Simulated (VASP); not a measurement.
# BP (F-43m) in VASP: notebook, part 2 of 2

VASP 6.6.1. Earlier steps stand in the parts before.

### 4 Single point, PBE

This run uses another cell than the first one, of 11.67 Å³/atom, 0.963 times its volume.

Input file INCAR:

```
PREC     = Accurate       # precision mode
ENCUT    = 520            # plane-wave cutoff, eV
EDIFF    = 1E-6           # SCF threshold, eV
ISMEAR   = 0              # smearing method
SIGMA    = 0.01           # smearing width, eV
LREAL    = False          # projectors in reciprocal space
LASPH    = True           # aspherical terms in the spheres
NELM     = 100            # most SCF steps
ALGO     = Normal         # electronic algorithm
ISIF     = 2              # what is computed and relaxed
LWAVE    = False          # write WAVECAR
LCHARG   = False          # write CHGCAR
GGA      = PE             # functional
NBANDS   = 11             # bands
```

Input file KPOINTS:

```
regular mesh
0
Gamma
  10 10 10
```

Input file POSCAR:

```
BP
1.0
    0.0000000000      2.2683156866      2.2683156866
    2.2683156866      0.0000000000      2.2683156866
    2.2683156866      2.2683156866      0.0000000000
B P
1 1
Direct
    0.0000000000      0.0000000000      0.0000000000
    0.2500000000      0.2500000000      0.2500000000
```

Potentials or basis: VASP PAW PBE potentials, release 64 (B, P).

The run is started by

```bash
$ cat potpaw_PBE.64/B/POTCAR potpaw_PBE.64/P/POTCAR > POTCAR
$ mpirun -np 1 vasp_std > vasp.out
```

OUTCAR:

```text
PREC = Accurate
   ENCUT = 520
   EDIFF = 1E-6
   ISMEAR = 0
   LREAL = False
   LASPH = True
   NELM = 100
   ISIF = 2
   GGA = PE

 ion  position               nearest neighbor table
   1  0.000  0.000  0.000-   2 1.96   2 1.96   2 1.96   2 1.96
   2  0.250  0.250  0.250-   1 1.96   1 1.96   1 1.96   1 1.96

  LATTYP: Found a face centered cubic cell.
 ALAT       =     4.5366313732

  Lattice vectors:

 A1 = (   0.0000000000,   2.2683156866,   2.2683156866)
 A2 = (   2.2683156866,   0.0000000000,   2.2683156866)
 A3 = (   2.2683156866,   2.2683156866,   0.0000000000)

Analysis of symmetry for initial positions (statically):
=====================================================================
 Subroutine PRICEL returns:
 Original cell was already a primitive cell.

 Routine SETGRP: Setting up the symmetry group for a
 face centered cubic supercell.

 Subroutine GETGRP returns: Found 24 space group operations
 (whereof 24 operations were pure point group operations)
 out of a pool of 48 trial point group operations.

The static configuration has the point symmetry T_d .

Analysis of symmetry for dynamics (positions and initial velocities):
=====================================================================
 Subroutine PRICEL returns:
 Original cell was already a primitive cell.

 Routine SETGRP: Setting up the symmetry group for a
 face centered cubic supercell.

 Subroutine GETGRP returns: Found 24 space group operations
 (whereof 24 operations were pure point group operations)
 out of a pool of 48 trial point group operations.

The dynamic configuration has the point symmetry T_d .

 Subroutine INISYM returns: Found 24 space group operations
 (whereof 24 operations are pure point group operations),
 and found     1 'primitive' translations

----------------------------------------------------------------------------------------

                                     Primitive cell

  volume of cell :      23.3421

  direct lattice vectors                    reciprocal lattice vectors
     0.000000000  2.268315687  2.268315687    -0.220427872  0.220427872  0.220427872
     2.268315687  0.000000000  2.268315687     0.220427872 -0.220427872  0.220427872
     2.268315687  2.268315687  0.000000000     0.220427872  0.220427872 -0.220427872

  length of vectors
     3.207882808  3.207882808  3.207882808     0.381792274  0.381792274  0.381792274

  position of ions in fractional coordinates (direct lattice)
     0.000000000  0.000000000  0.000000000
     0.250000000  0.250000000  0.250000000

  ion indices of the primitive-cell ions
   primitive index   ion index
                 1           1
                 2           2

----------------------------------------------------------------------------------------

 KPOINTS: regular mesh

Automatic generation of k-mesh.
 Grid dimensions read from file:
 generate k-points for:   10   10   10

 Generating k-lattice:

  Cartesian coordinates                     Fractional coordinates (reciprocal lattice)
    -0.022042787  0.022042787  0.022042787     0.100000000  0.000000000  0.000000000
     0.022042787 -0.022042787  0.022042787     0.000000000  0.100000000  0.000000000
     0.022042787  0.022042787 -0.022042787     0.000000000  0.000000000  0.100000000

  Length of vectors
     0.038179227  0.038179227  0.038179227

  Shift w.r.t. Gamma in fractional coordinates (k-lattice)
     0.000000000  0.000000000  0.000000000

 Subroutine IBZKPT returns following result:
 ===========================================

 Found     47 irreducible k-points:

 Following reciprocal coordinates:
            Coordinates               Weight
  0.000000  0.000000  0.000000      1.000000
  0.100000  0.000000  0.000000      8.000000
  0.200000  0.000000  0.000000      8.000000
  0.300000  0.000000  0.000000      8.000000
  0.400000  0.000000  0.000000      8.000000
  0.500000  0.000000  0.000000      4.000000
[... 16 lines left out ...]
  0.300000  0.300000  0.000000      6.000000
  0.400000  0.300000  0.000000     24.000000
 [... further k-points ...]
   k-points           NKPTS =     47   k-points in BZ     NKDIM =     47   number of bands    NBANDS=     11
   number of dos      NEDOS =    301   number of ions     NIONS =      2
   total plane-waves  NPLWV =  13824
   dimension x,y,z NGX =    24 NGY =   24 NGZ =   24
   dimension x,y,z NGXF=    48 NGYF=   48 NGZF=   48
   ions per type =               1   1
   NGX,Y,Z   is equivalent  to a cutoff of  12.44, 12.44, 12.44 a.u.
   NGXF,Y,Z  is equivalent  to a cutoff of  24.88, 24.88, 24.88 a.u.
 SYSTEM =  unknown system
   PREC   = accura    normal or accurate (medium, high low for compatibility)
   ISTART =      0    job   : 0-new  1-cont  2-samecut
   ICHARG =      2    charge: 1-file 2-atom 10-const
   ISPIN  =      1    spin polarized calculation?
   LNONCOLLINEAR =      F non collinear calculations
   LSORBIT =      F    spin-orbit coupling
   LASPH  =      T    aspherical Exc in radial PAW
   ENCUT  =  520.0 eV  38.22 Ry    6.18 a.u.   5.96  5.96  5.96*2*pi/ulx,y,z
   NELM   =    100;   NELMIN=  2; NELMDL= -5     # of ELM steps
   EDIFF  = 0.1E-05   stopping-criterion for ELM
   LREAL  =      F    real-space projection
   EDIFFG = 0.1E-04   stopping-criterion for IOM
   NSW    =      0    number of steps for IOM
   IBRION =     -1    ionic relax: 0-MD 1-quasi-New 2-CG
   NFREE  =      0    steps in history (QN), initial steepest desc. (CG)
   ISIF   =      2    stress and relaxation
   ISYM   =      2    0-nonsym 1-usesym 2-fastsym
   POTIM  = 0.5000    time-step for ionic-motion
   TEBEG  =    0.0;   TEEND  =   0.0 temperature during run
   PSTRESS=    0.0 pullay stress
   NELECT =       8.0000    total number of electrons
   NUPDOWN=      -1.0000    fix difference up-down
   EMIN   =  10.00;   EMAX   =-10.00  energy-range for DOS
   EFERMI =   0.00;   METHOD = LEGACY
   ISMEAR =     0;   SIGMA  =   0.01  broadening in eV -4-tet -1-fermi 0-gaus
   EFERMI_NEDOS =   21; number of points for ismear=-14 and -15
   IALGO  =     38    algorithm
   IMIX   =      4    mixing-type and parameters
     AMIX     =   0.40;   BMIX     =  1.00
     AMIX_MAG =   1.60;   BMIX_MAG =  1.00
  volume/ion in A,a.u.               =      11.67        78.76
  Fermi-wavevector in a.u.,A,eV,Ry     =   1.145666  2.164995 17.858333  1.312550
  Thomas-Fermi vector in A             =   2.282353
   LORBIT       =      0    0 simple, 1 ext, 2 COOP (PROOUT), +10 PAW based schemes
   GGA     = PE    functional components
   LHFCALC =     F    Hartree Fock is set to
   AEXX    =    0.0000 exact exchange contribution
   IVDW    =     0    specifies the selected vdW correction
   LEPSILON=     F    determine dielectric tensor
   LRPA    =     F    only Hartree local field effects (RPA)
 non-spin polarized calculation
 Gauss-broadening in eV      SIGMA  =   0.01
  energy-cutoff  :      520.00
  volume of cell :       23.34
 maximum number of plane-waves:       639
   NGX = 11   NGY = 11   NGZ = 11

 number of electron       8.0000000 magnetization

 Free energy of the ion-electron system (eV)
  ---------------------------------------------------
  ext. energy  EPLUGINS =         0.00000000
  ---------------------------------------------------
  free energy    TOTEN  =       -12.93034761 eV

  energy without entropy =      -12.93034761  energy(sigma->0) =      -12.93034761

 E-fermi :   7.5798     XC(G=0): -10.9111

 val. band max:        7.4436468280   @ k =   0.0000   0.0000   0.0000
 cond. band min:       8.6815889780   @ k =   0.4000   0.4000   0.0000
 fundamental gap:      1.2379421500
 Fermi energy:         7.5797709564

 k-point     1 :       0.0000    0.0000    0.0000
  band No.  band energies     occupation
      1      -8.0249      2.00000
      2       7.4436      2.00000
      3       7.4436      2.00000
      4       7.4436      2.00000
      5      10.8457      0.00000
      6      10.8457      0.00000
      7      10.8457      0.00000
      8      14.8317      0.00000
      9      18.9624      0.00000
     10      19.5749      0.00000
     11      19.5749      0.00000
[... 309 lines left out ...]
 k-point    24 :       0.4000    0.3000    0.0000
  band No.  band energies     occupation
      1      -5.0829      2.00000
      2       1.2816      2.00000
      3       3.3918      2.00000
      4       3.9255      2.00000
      5       9.2544      0.00000
      6      11.0665      0.00000
      7      16.9297      0.00000
      8      16.9370      0.00000
      9      21.4551      0.00000
     10      22.7107      0.00000
     11      24.5150      0.00000

 [... further k-points ...]
[... 5 lines left out ...]
  --------------------------------------------------------------------------------------
  -------------------------------------------------------------------------------------
  Total        0.1513984      0.1513984      0.1513984      0.0000000      0.0000000      0.0000000
  in kB       10.3918154     10.3918154     10.3918154      0.0000000      0.0000000      0.0000000
  external PRESSURE =      10.3918154 kB  Pullay stress =       0.0000000 kB

 VOLUME and BASIS-vectors are now :
 -----------------------------------------------------------------------------
  energy-cutoff  :      520.00
  volume of cell :       23.34
      direct lattice vectors                 reciprocal lattice vectors
     0.000000000  2.268315687  2.268315687    -0.220427872  0.220427872  0.220427872
     2.268315687  0.000000000  2.268315687     0.220427872 -0.220427872  0.220427872
     2.268315687  2.268315687  0.000000000     0.220427872  0.220427872 -0.220427872

 POSITION                                       TOTAL-FORCE (eV/Angst)
 -----------------------------------------------------------------------------------
      0.00000      0.00000      0.00000        -0.000000      0.000000     -0.000000
      1.13416      1.13416      1.13416         0.000000     -0.000000      0.000000
 -----------------------------------------------------------------------------------
    total drift:                                0.000000      0.000000      0.000000

  FREE ENERGIE OF THE ION-ELECTRON SYSTEM (eV)
  ---------------------------------------------------
  free  energy   TOTEN  =       -12.9303476087 eV

  energy  without entropy=      -12.9303476087  energy(sigma->0) =      -12.93034761
```

It took 6.5 s on 1 thread of Intel Xeon Platinum 8259CL at 2.50GHz (Skylake/Cascade Lake), shared host; peak memory 0.13 GiB.

What came out:

| Property | Result |
| --- | --- |
| Free energy | -12.9303 eV |
| Pressure | 1.0 GPa |
| Band gap on the k mesh | 1.24 eV, indirect (least direct gap 3.40 eV) |

Levels at points of the mesh, in eV from the valence-band top:
```
           k point  band 1  band 2  band 3  band 4  band 5  band 6  band 7  band 8
(0.00, 0.00, 0.00)  -15.47    0.00    0.00    0.00    3.40    3.40    3.40    7.39
(0.50, 0.00, 0.00)  -12.14   -9.04   -1.76   -1.76    3.79    4.71    4.71   10.13
(0.50, 0.50, 0.00)  -10.61   -8.59   -4.12   -4.12    1.33    1.66   12.13   12.13
```

A k mesh can miss the band edges. A hybrid or GW would open this gap; PBE tends to underestimate it.

### 5 Single point, r2SCAN (volume changed by -6%)

Input file POSCAR:

```
BP
1.0
    0.0000000000      2.2220105368      2.2220105368
    2.2220105368      0.0000000000      2.2220105368
    2.2220105368      2.2220105368      0.0000000000
B P
1 1
Direct
    0.0000000000      0.0000000000      0.0000000000
    0.2500000000      0.2500000000      0.2500000000
```

Input file INCAR.step1:

```
  PREC = Accurate
  ENCUT = 520
  ISMEAR = 0
  SIGMA = 0.01
  LREAL = False
  LASPH = True
  NELM = 80
  NBANDS = 11
  GGA = PE
  ALGO = Normal
  EDIFF = 1E-4
  LWAVE = True
  LCHARG = False
```

Input file INCAR.step2:

```
  PREC = Accurate
  ENCUT = 520
  EDIFF = 1E-7
  ISMEAR = 0
  SIGMA = 0.01
  LREAL = False
  LASPH = True
  NELM = 80
  ALGO = Normal
  ISIF = 2
  LWAVE = False
  LCHARG = True
  METAGGA = R2SCAN
  LMIXTAU = True
  LELF = True
  LVHAR = True
  NBANDS = 11
  ISTART = 1
```

Input file KPOINTS:

```
Automatic mesh
0
Gamma
  8 8 8
```

The run is started by

```bash
$ cat potpaw_PBE.64/B/POTCAR potpaw_PBE.64/P/POTCAR > POTCAR
$ cp INCAR.step1 INCAR
$ mpirun -np 1 vasp_std > vasp.out
$ cp INCAR.step2 INCAR
$ mpirun -np 1 vasp_std > vasp.out
```

Wall time 22 s (1 thread of Intel Xeon Platinum 8259CL at 2.50GHz (Skylake/Cascade Lake), shared host); peak memory 0.14 GiB.

It converged, with:

* Free energy: -17.2643 eV
* Pressure: 11.2 GPa
* Band gap on the k mesh: 1.40 eV, indirect (least direct gap 3.74 eV)

Levels at points of the mesh, in eV from the valence-band top:
```tsv
k point	band 2	band 3	band 4	band 5	band 6	band 7
(0.00, 0.00, 0.00)	0.00	0.00	0.00	3.74	3.74	3.74
(0.50, 0.00, 0.00)	-9.97	-1.94	-1.94	4.54	5.07	5.07
(0.50, 0.50, 0.00)	-9.47	-4.58	-4.58	1.41	1.86	13.69
```

Caveat: the cell differs from its parent crystal (volume changed by -6%); the PAW data sets were made with another functional, which shifts forces and pressure a little. A k mesh can miss the band edges.

### 6 Single point, r2SCAN (volume changed by -3%)

Input file POSCAR:

```
BP
1.0
    0.0000000000      2.2454018404      2.2454018404
    2.2454018404      0.0000000000      2.2454018404
    2.2454018404      2.2454018404      0.0000000000
B P
1 1
Direct
    0.0000000000      0.0000000000      0.0000000000
    0.2500000000      0.2500000000      0.2500000000
```

Input file INCAR.step1:

```
PREC = Accurate
ENCUT = 520
ISMEAR = 0
SIGMA = 0.01
LREAL = False
LASPH = True
NELM = 80
NBANDS = 11
GGA = PE
ALGO = Normal
EDIFF = 1E-4
LWAVE = True
LCHARG = False
```

Input file INCAR.step2:

```
PREC = Accurate
ENCUT = 520
EDIFF = 1E-6
ISMEAR = 0
SIGMA = 0.01
LREAL = False
LASPH = True
NELM = 80
ALGO = Normal
ISIF = 2
LWAVE = False
LCHARG = False
METAGGA = R2SCAN
LMIXTAU = True
NBANDS = 11
ISTART = 1
```

Input file KPOINTS:

```
regular mesh
0
Gamma
  8 8 8
```

Potentials or basis: VASP PAW PBE potentials, release 64 (B, P).

The run is started by

```bash
$ cat potpaw_PBE.64/B/POTCAR potpaw_PBE.64/P/POTCAR > POTCAR
$ cp INCAR.step1 INCAR
$ mpirun -np 1 vasp_std > vasp.out
$ cp INCAR.step2 INCAR
$ mpirun -np 1 vasp_std > vasp.out
```

Wall time 18 s (1 thread of Intel Xeon Platinum 8259CL at 2.50GHz (Skylake/Cascade Lake), shared host); peak memory 0.13 GiB.

The run converged. Its results:

* Free energy: -17.2997 eV
* Pressure: 4.9 GPa
* Band gap on the k mesh: 1.44 eV, indirect (least direct gap 3.69 eV)

Levels at points of the mesh, in eV from the valence-band top:
```csv
k point,band 1,band 2,band 3,band 4,band 5,band 6,band 7,band 8
"(0.00, 0.00, 0.00)",-16.55,0.00,0.00,0.00,3.69,3.69,3.69,8.52
"(0.50, 0.00, 0.00)",-12.94,-9.73,-1.90,-1.90,4.34,5.05,5.05,11.04
"(0.50, 0.50, 0.00)",-11.22,-9.30,-4.46,-4.46,1.48,1.88,13.37,13.37
```

Caveat: the cell differs from its parent crystal (volume changed by -3%); the PAW data sets were made with another functional, which shifts forces and pressure a little. A k mesh can miss the band edges.

### 7 Summary

```tsv
level	cell	k mesh	gap on the mesh (eV)	pressure (GPa)
PBE	a = 3.248 Å, angles 60.0°, 2 atoms	8 × 8 × 8	1.31	-4.7
PBE	a = 3.279 Å, angles 60.0°, 2 atoms	8 × 8 × 8	1.35	-8.6
PBE	a = 3.208 Å, angles 60.0°, 2 atoms	10 × 10 × 10	1.24	1.0
r2SCAN	a = 3.142 Å, angles 60.0°, 2 atoms	8 × 8 × 8	1.40	11.2
r2SCAN	a = 3.175 Å, angles 60.0°, 2 atoms	8 × 8 × 8	1.44	4.9
```

Alike in all rows: task single point; potentials or basis VASP PAW PBE potentials, release 64 (B, P); no spin polarisation; cutoff (eV) 520; smearing gaussian 0.01 eV.

Caveats: the PAW data sets were made with another functional, which shifts forces and pressure a little (some runs).

Total energies depend on the potentials used, so only differences within one code and one set of settings carry meaning.
